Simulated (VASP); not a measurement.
# Ti2Al6H in VASP: further runs, part 2 of 2

VASP 6.6.1. The steps go on from the part before.

## Step 4: Single point, PBE+D3(BJ)

INCAR reads:

```
SYSTEM = Ti2Al6H
PREC     = Accurate       ! precision mode
ENCUT    = 520            ! plane-wave cutoff, eV
EDIFF    = 1E-7           ! SCF threshold, eV
ISMEAR   = 0              ! smearing method
SIGMA    = 0.1            ! smearing width, eV
LREAL    = .FALSE.        ! projectors in reciprocal space
LASPH    = .TRUE.         ! aspherical terms in the spheres
NELM     = 100            ! most SCF steps
ALGO     = Normal         ! electronic algorithm
ISIF     = 2              ! what is computed and relaxed
LWAVE    = .FALSE.        ! write WAVECAR
LCHARG   = .FALSE.        ! write CHGCAR
LDIPOL   = .TRUE.       
IDIPOL   = 3            
DIPOL    = 0.5 0.5 0.312
GGA      = PE             ! functional
IVDW     = 12             ! dispersion correction
NBANDS   = 32             ! bands
```

KPOINTS reads:

```
Automatic mesh
0
G
  6 6 1
  0 0 0
```

POSCAR reads:

```
Ti2Al6H
1.0
    5.0241861190      0.0000000000      0.0000000000
    2.1588814530      4.5367033218      0.0000000000
    0.0000000000      0.0000000000     21.2187109014
Al Ti H
6 2 1
Direct
    0.5000000000      0.0000000000      0.1885128658
    0.0000000000      0.5000000000      0.1885128658
    0.0000000000      0.0000000000      0.2517328341
    0.0000000000      0.5000000000      0.3193548961
    0.5000000000      0.0000000000      0.3193548961
    0.5000000000      0.5000000000      0.3826203646
    0.5000000000      0.5000000000      0.2517328341
    0.0000000000      0.0000000000      0.3797002555
    0.6666666667      1.1666666667      0.5287178356
```

Potentials or basis: VASP PAW PBE potentials, release 64 (Al, Ti_sv, H).

The run is started by

```
$ cat potpaw_PBE.64/Al/POTCAR potpaw_PBE.64/Ti_sv/POTCAR potpaw_PBE.64/H/POTCAR > POTCAR
$ mpirun -np 1 vasp_std > vasp.out
```

OUTCAR:

```text
SYSTEM = Ti2Al6H
   PREC = Accurate
   ENCUT = 520
   EDIFF = 1E-7
   ISMEAR = 0
   LREAL = .FALSE.
   LASPH = .TRUE.
   NELM = 100
   ISIF = 2
   GGA = PE
   IVDW = 12
 IVDW          = 12

 ion  position               nearest neighbor table
   1  0.500  0.000  0.189-   2 2.68   2 2.68   5 2.78   7 2.85   7 2.85   3 2.85   3 2.85
   2  0.000  0.500  0.189-   1 2.68   1 2.68   4 2.78   3 2.85   3 2.85   7 2.85   7 2.85
   3  0.000  0.000  0.252-   7 2.68   7 2.68   8 2.72   2 2.85   2 2.85   1 2.85   1 2.85   4 2.89
                             4 2.89   5 2.89   5 2.89
   4  0.000  0.500  0.319-   5 2.68   5 2.68   2 2.78   8 2.82   8 2.82   6 2.85   6 2.85   3 2.89
                             3 2.89   7 2.89   7 2.89
   5  0.500  0.000  0.319-   4 2.68   4 2.68   1 2.78   8 2.82   8 2.82   6 2.85   6 2.85   7 2.89
                             7 2.89   3 2.89   3 2.89
   6  0.500  0.500  0.383-   8 2.68   8 2.68   7 2.78   5 2.85   5 2.85   4 2.85   4 2.85
   7  0.500  0.500  0.252-   3 2.68   3 2.68   6 2.78   1 2.85   1 2.85   2 2.85   2 2.85   5 2.89
                             5 2.89   4 2.89   4 2.89
   8  0.000  0.000  0.380-   6 2.68   6 2.68   3 2.72   4 2.82   4 2.82   5 2.82   5 2.82
   9  0.667  0.167  0.529-

  LATTYP: Found a base centered orthorhombic cell.
 ALAT       =     5.3657849248
 B/A-ratio  =     1.5833231892
 C/A-ratio  =     3.9544467769

  Lattice vectors:

 A1 = (  -2.1588814530,  -4.5367033218,   0.0000000000)
 A2 = (   5.0241861190,   0.0000000000,   0.0000000000)
 A3 = (   0.0000000000,   0.0000000000,  21.2187109014)

Analysis of symmetry for initial positions (statically):
=====================================================================
 Subroutine PRICEL returns:
 Original cell was already a primitive cell.

 Routine SETGRP: Setting up the symmetry group for a
 base centered orthorhombic supercell.

 Subroutine GETGRP returns: Found  1 space group operations
 (whereof  1 operations were pure point group operations)
 out of a pool of  8 trial point group operations.

The static configuration has the point symmetry C_1 .

Analysis of symmetry for dynamics (positions and initial velocities):
=====================================================================
 Subroutine PRICEL returns:
 Original cell was already a primitive cell.

 Routine SETGRP: Setting up the symmetry group for a
 base centered orthorhombic supercell.

 Subroutine GETGRP returns: Found  1 space group operations
 (whereof  1 operations were pure point group operations)
 out of a pool of  8 trial point group operations.

The dynamic configuration has the point symmetry C_1 .

 Subroutine INISYM returns: Found  1 space group operations
 (whereof  1 operations are pure point group operations),
 and found     1 'primitive' translations

----------------------------------------------------------------------------------------

                                     Primitive cell

  volume of cell :     483.6432

  direct lattice vectors                    reciprocal lattice vectors
     5.024186119  0.000000000  0.000000000     0.199037212 -0.094715858  0.000000000
     2.158881453  4.536703322  0.000000000     0.000000000  0.220424376  0.000000000
     0.000000000  0.000000000 21.218710901     0.000000000  0.000000000  0.047128216

  length of vectors
[... 80 lines left out ...]
   NGXF,Y,Z  is equivalent  to a cutoff of  26.47, 26.47, 25.07 a.u.
 SYSTEM =  Ti2Al6H
   PREC   = accura    normal or accurate (medium, high low for compatibility)
   ISTART =      0    job   : 0-new  1-cont  2-samecut
   ICHARG =      2    charge: 1-file 2-atom 10-const
   ISPIN  =      1    spin polarized calculation?
   LNONCOLLINEAR =      F non collinear calculations
   LSORBIT =      F    spin-orbit coupling
   LASPH  =      T    aspherical Exc in radial PAW
   ENCUT  =  520.0 eV  38.22 Ry    6.18 a.u.   9.34  9.34 39.45*2*pi/ulx,y,z
   NELM   =    100;   NELMIN=  2; NELMDL= -5     # of ELM steps
   EDIFF  = 0.1E-06   stopping-criterion for ELM
   LREAL  =      F    real-space projection
   EDIFFG = 0.1E-05   stopping-criterion for IOM
   NSW    =      0    number of steps for IOM
   IBRION =     -1    ionic relax: 0-MD 1-quasi-New 2-CG
   NFREE  =      0    steps in history (QN), initial steepest desc. (CG)
   ISIF   =      2    stress and relaxation
   ISYM   =      2    0-nonsym 1-usesym 2-fastsym
   POTIM  = 0.5000    time-step for ionic-motion
   TEBEG  =    0.0;   TEEND  =   0.0 temperature during run
   PSTRESS=    0.0 pullay stress
   NELECT =      43.0000    total number of electrons
   NUPDOWN=      -1.0000    fix difference up-down
   EMIN   =  10.00;   EMAX   =-10.00  energy-range for DOS
   EFERMI =   0.00;   METHOD = LEGACY
   ISMEAR =     0;   SIGMA  =   0.10  broadening in eV -4-tet -1-fermi 0-gaus
   EFERMI_NEDOS =   21; number of points for ismear=-14 and -15
   IALGO  =     38    algorithm
   IMIX   =      4    mixing-type and parameters
     AMIX     =   0.40;   BMIX     =  1.00
     AMIX_MAG =   1.60;   BMIX_MAG =  1.00
  volume/ion in A,a.u.               =      53.74       362.64
  Fermi-wavevector in a.u.,A,eV,Ry     =   0.730672  1.380770  7.263905  0.533882
  Thomas-Fermi vector in A             =   1.822700
   LORBIT       =      0    0 simple, 1 ext, 2 COOP (PROOUT), +10 PAW based schemes
   GGA     = PE    functional components
   LHFCALC =     F    Hartree Fock is set to
   AEXX    =    0.0000 exact exchange contribution
   IVDW    =    12    specifies the selected vdW correction
   LEPSILON=     F    determine dielectric tensor
   LRPA    =     F    only Hartree local field effects (RPA)
 non-spin polarized calculation
 Gauss-broadening in eV      SIGMA  =   0.10
  energy-cutoff  :      520.00
  volume of cell :      483.64
 maximum number of plane-waves:     13072
 NGX is ok and might be reduce to    40
   NGX = 19   NGY = 19   NGZ = 79

 dipolmoment           0.000000      0.000000     -0.125781 electrons x Angstroem

 number of electron      43.0000009 magnetization

 dipolmoment           0.000000      0.000000      0.259327 electrons x Angstroem

 Free energy of the ion-electron system (eV)
  ---------------------------------------------------
  ext. energy  EPLUGINS =         0.00000000
  ---------------------------------------------------
  free energy    TOTEN  =       -37.05656289 eV

  energy without entropy =      -37.01902241  energy(sigma->0) =      -37.03779265

 E-fermi :  -1.4893     XC(G=0):  -4.0758

 val. band max:       -1.4972576736   @ k =   0.1667   0.0000   0.0000
 cond. band min:      -1.4826046691   @ k =   0.0000   0.5000   0.0000
 fundamental gap:      0.0146530045
 Fermi energy:        -1.4893327916

 k-point     1 :       0.0000    0.0000    0.0000
  band No.  band energies     occupation
      1     -58.4621      2.00000
      2     -58.0720      2.00000
      3     -34.8732      2.00000
      4     -34.7454      2.00000
      5     -34.5954      2.00000
      6     -34.4747      2.00000
[... 689 lines left out ...]
     31       1.7644      0.00000
     32       1.8599      0.00000

------------------------ aborting loop because EDIFF is reached ----------------------------------------

 vacuum level on the upper side and lower side of the slab       (xc-potential included)         0.944        -1.059

 Edisp (eV)   -2.02198

 E8    (eV) :    -0.9632

  FORCE on cell =-STRESS in cart. coord.  units (eV):
  Direction    XX          YY          ZZ          XY          YZ          ZX
  --------------------------------------------------------------------------------------
  -------------------------------------------------------------------------------------
  Total      -4.51758    -2.77499    -4.62595    -1.70298     0.29005     0.39093
  in kB     -14.96550    -9.19279   -15.32450    -5.64152     0.96085     1.29505
  external pressure =      -13.16 kB  Pullay stress =        0.00 kB

 VOLUME and BASIS-vectors are now :
 -----------------------------------------------------------------------------
  energy-cutoff  :      520.00
  volume of cell :      483.64
      direct lattice vectors                 reciprocal lattice vectors
     5.024186119  0.000000000  0.000000000     0.199037212 -0.094715858  0.000000000
     2.158881453  4.536703322  0.000000000     0.000000000  0.220424376  0.000000000
     0.000000000  0.000000000 21.218710901     0.000000000  0.000000000  0.047128216

 POSITION                                       TOTAL-FORCE (eV/Angst)
 -----------------------------------------------------------------------------------
      2.51209      0.00000      4.00000        -0.008086      0.039130      0.523630
      1.07944      2.26835      4.00000         0.026234     -0.007610      0.534160
      0.00000      0.00000      5.34145         0.019752     -0.018452     -0.560127
      1.07944      2.26835      6.77630        -0.031234     -0.001149      0.014968
      2.51209      0.00000      6.77630         0.006821     -0.001503     -0.070231
      3.59153      2.26835      8.11871         0.028692     -0.110460      0.263883
      3.59153      2.26835      5.34145        -0.002620     -0.054242     -0.474681
      0.00000      0.00000      8.05675        -0.190692      0.083462      0.781213
      3.70927      0.75612     11.21871         0.151133      0.070825     -1.012814
 -----------------------------------------------------------------------------------
    total drift:                               -0.000032     -0.000048     -0.000198

  FREE ENERGIE OF THE ION-ELECTRON SYSTEM (eV)
  ---------------------------------------------------
  free  energy   TOTEN  =       -39.0785406343 eV

  energy  without entropy=      -39.0410001557  energy(sigma->0) =      -39.05977040

 vacuum level on the upper side and lower side of the slab         4.696         2.640
```

Wall time 7.5 min (1 thread of Intel Xeon 6975P-C (Granite Rapids), shared host); peak memory 0.69 GiB.

What came out:

```yaml
Free_energy: -39.0785 eV
Largest_force: 1.026 eV/Å
Dispersion_energy_per_atom: -0.225 eV
```

Forces on the atoms (eV/Å):
```
Al  -0.008  0.039  0.524
Al   0.026 -0.008  0.534
Al   0.020 -0.018 -0.560
Al  -0.031 -0.001  0.015
Al   0.007 -0.002 -0.070
Al   0.029 -0.110  0.264
Ti  -0.003 -0.054 -0.475
Ti  -0.191  0.083  0.781
H    0.151  0.071 -1.013
```

## Step 5: Single point, PBE+D3(BJ)

INCAR reads:

```
SYSTEM = Ti2Al6H
  ALGO = Normal
  DIPOL = 0.5 0.5 0.312
  EDIFF = 1E-6
  ENCUT = 520
  GGA = PE
  IDIPOL = 3
  ISIF = 2
  ISMEAR = 0
  IVDW = 12
  LASPH = .TRUE.
  LCHARG = .FALSE.
  LDIPOL = .TRUE.
  LREAL = .FALSE.
  LWAVE = .FALSE.
  NBANDS = 32
  NELM = 60
  PREC = Accurate
  SIGMA = 0.1
```

KPOINTS reads:

```
k-points
0
G
  6 6 1
  0 0 0
```

Changes to POSCAR since step 4:

```diff
@@ -16,2 +16,2 @@
     0.0000000000      0.0000000000      0.3797002555
-    0.6666666667      1.1666666667      0.5287178356
+    0.8333333333      1.0000000000      0.5287178356
```

Potentials or basis: VASP PAW PBE potentials, release 64 (Al, Ti_sv, H).

The run is started by

```
$ cat potpaw_PBE.64/Al/POTCAR potpaw_PBE.64/Ti_sv/POTCAR potpaw_PBE.64/H/POTCAR > POTCAR
$ mpirun -np 1 vasp_std > vasp.out
```

OUTCAR:

```text
SYSTEM = Ti2Al6H
   EDIFF = 1E-6
   ENCUT = 520
   GGA = PE
   ISIF = 2
   ISMEAR = 0
   IVDW = 12
   LASPH = .TRUE.
   LREAL = .FALSE.
   NELM = 60
   PREC = Accurate
 IVDW          = 12

 ion  position               nearest neighbor table
   1  0.500  0.000  0.189-   2 2.68   2 2.68   5 2.78   7 2.85   7 2.85   3 2.85   3 2.85
   2  0.000  0.500  0.189-   1 2.68   1 2.68   4 2.78   3 2.85   3 2.85   7 2.85   7 2.85
   3  0.000  0.000  0.252-   7 2.68   7 2.68   8 2.72   2 2.85   2 2.85   1 2.85   1 2.85   4 2.89
                             4 2.89   5 2.89   5 2.89
   4  0.000  0.500  0.319-   5 2.68   5 2.68   2 2.78   8 2.82   8 2.82   6 2.85   6 2.85   3 2.89
                             3 2.89   7 2.89   7 2.89
   5  0.500  0.000  0.319-   4 2.68   4 2.68   1 2.78   8 2.82   8 2.82   6 2.85   6 2.85   7 2.89
                             7 2.89   3 2.89   3 2.89
   6  0.500  0.500  0.383-   8 2.68   8 2.68   7 2.78   5 2.85   5 2.85   4 2.85   4 2.85
   7  0.500  0.500  0.252-   3 2.68   3 2.68   6 2.78   1 2.85   1 2.85   2 2.85   2 2.85   5 2.89
                             5 2.89   4 2.89   4 2.89
   8  0.000  0.000  0.380-   6 2.68   6 2.68   3 2.72   4 2.82   4 2.82   5 2.82   5 2.82
   9  0.833  0.000  0.529-

  LATTYP: Found a base centered orthorhombic cell.
 ALAT       =     5.3657849248
 B/A-ratio  =     1.5833231892
 C/A-ratio  =     3.9544467769

  Lattice vectors:

 A1 = (  -2.1588814530,  -4.5367033218,   0.0000000000)
 A2 = (   5.0241861190,   0.0000000000,   0.0000000000)
 A3 = (   0.0000000000,   0.0000000000,  21.2187109014)

Analysis of symmetry for initial positions (statically):
=====================================================================
 Subroutine PRICEL returns:
 Original cell was already a primitive cell.

 Routine SETGRP: Setting up the symmetry group for a
 base centered orthorhombic supercell.

 Subroutine GETGRP returns: Found  1 space group operations
 (whereof  1 operations were pure point group operations)
[... 158 lines left out ...]
  energy-cutoff  :      520.00
  volume of cell :      483.64
 maximum number of plane-waves:     13072
 NGX is ok and might be reduce to    40
   NGX = 19   NGY = 19   NGZ = 79

 dipolmoment           0.000000      0.000000     -0.122446 electrons x Angstroem

 number of electron      43.0000009 magnetization

 dipolmoment           0.000000      0.000000      0.293602 electrons x Angstroem

 Free energy of the ion-electron system (eV)
  ---------------------------------------------------
  ext. energy  EPLUGINS =         0.00000000
  ---------------------------------------------------
  free energy    TOTEN  =       -37.07130553 eV

  energy without entropy =      -37.03209630  energy(sigma->0) =      -37.05170092

 E-fermi :  -1.6069     XC(G=0):  -4.0930

 val. band max:       -1.6292097776   @ k =  -0.3333   0.1667   0.0000
 cond. band min:      -1.5956687911   @ k =   0.0000  -0.1667   0.0000
 fundamental gap:      0.0335409865
 Fermi energy:        -1.6068864204

 k-point     1 :       0.0000    0.0000    0.0000
  band No.  band energies     occupation
      1     -58.5450      2.00000
      2     -58.1899      2.00000
      3     -34.9100      2.00000
      4     -34.8486      2.00000
      5     -34.6884      2.00000
      6     -34.5829      2.00000
[... 689 lines left out ...]
     31       1.7163      0.00000
     32       1.7668      0.00000

------------------------ aborting loop because EDIFF is reached ----------------------------------------

 vacuum level on the upper side and lower side of the slab       (xc-potential included)         0.933        -1.321

 Edisp (eV)   -2.02175

 E8    (eV) :    -0.9631

  FORCE on cell =-STRESS in cart. coord.  units (eV):
  Direction    XX          YY          ZZ          XY          YZ          ZX
  --------------------------------------------------------------------------------------
  -------------------------------------------------------------------------------------
  Total      -4.53334    -2.69868    -4.38446    -1.83781     0.21483     0.36372
  in kB     -15.01772    -8.94000   -14.52452    -6.08816     0.71166     1.20491
  external pressure =      -12.83 kB  Pullay stress =        0.00 kB

 VOLUME and BASIS-vectors are now :
 -----------------------------------------------------------------------------
  energy-cutoff  :      520.00
  volume of cell :      483.64
      direct lattice vectors                 reciprocal lattice vectors
     5.024186119  0.000000000  0.000000000     0.199037212 -0.094715858  0.000000000
     2.158881453  4.536703322  0.000000000     0.000000000  0.220424376  0.000000000
     0.000000000  0.000000000 21.218710901     0.000000000  0.000000000  0.047128216

 POSITION                                       TOTAL-FORCE (eV/Angst)
 -----------------------------------------------------------------------------------
      2.51209      0.00000      4.00000        -0.001040      0.019480      0.505988
      1.07944      2.26835      4.00000         0.014761     -0.000923      0.509196
      0.00000      0.00000      5.34145         0.008781     -0.002871     -0.542924
      1.07944      2.26835      6.77630        -0.001685      0.000776     -0.013022
      2.51209      0.00000      6.77630         0.016074      0.012715     -0.056252
      3.59153      2.26835      8.11871         0.010410     -0.089565      0.209070
      3.59153      2.26835      5.34145        -0.000201     -0.018808     -0.546488
      0.00000      0.00000      8.05675        -0.192729     -0.001149      0.978853
      4.18682      0.00000     11.21871         0.145628      0.080345     -1.044422
 -----------------------------------------------------------------------------------
    total drift:                                0.000020     -0.000059     -0.000196

  FREE ENERGIE OF THE ION-ELECTRON SYSTEM (eV)
  ---------------------------------------------------
  free  energy   TOTEN  =       -39.0930592487 eV

  energy  without entropy=      -39.0538500125  energy(sigma->0) =      -39.07345463

 vacuum level on the upper side and lower side of the slab         4.771         2.453
```

stdout:

```text
POSCAR found type information on POSCAR AlTiH
 POSCAR found :  3 types and       9 ions
 scaLAPACK will be used
 LDA part: xc-table for (Slater+PW92), standard interpolation
 POSCAR, INCAR and KPOINTS ok, starting setup
 FFT: planning ... GRIDC
 FFT: planning ... GRID_SOFT
 FFT: planning ... GRID
 WAVECAR not read
 entering main loop
```

Run time: 6.9 min. Hardware: 1 thread of Intel Xeon 6975P-C (Granite Rapids), shared host; peak memory 0.68 GiB.

Results:

```
Free energy                : -39.0931 eV
Largest force              : 1.058 eV/Å
Dispersion energy per atom : -0.225 eV
```

Forces on the atoms (eV/Å):
```
Al  -0.001  0.019  0.506
Al   0.015 -0.001  0.509
Al   0.009 -0.003 -0.543
Al  -0.002  0.001 -0.013
Al   0.016  0.013 -0.056
Al   0.010 -0.090  0.209
Ti   0.000 -0.019 -0.546
Ti  -0.193 -0.001  0.979
H    0.146  0.080 -1.044
```

Levels at points of the mesh, in eV from the Fermi level:
| k point | band 18 | band 19 | band 20 | band 21 | band 22 | band 23 | band 24 | band 25 |
| --- | --- | --- | --- | --- | --- | --- | --- | --- |
| (0.00, 0.00, 0.00) | -1.07 | -1.02 | -0.88 | -0.43 | -0.22 | -0.15 | 0.73 | 0.99 |
| (0.50, 0.00, 0.00) | -0.62 | -0.51 | -0.23 | -0.09 | 0.02 | 0.32 | 0.81 | 1.01 |
| (0.00, 0.50, 0.00) | -0.62 | -0.46 | -0.24 | -0.10 | -0.05 | 0.32 | 0.81 | 1.01 |
| (0.50, 0.50, 0.00) | -0.77 | -0.34 | -0.16 | 0.30 | 0.39 | 0.52 | 0.56 | 0.70 |
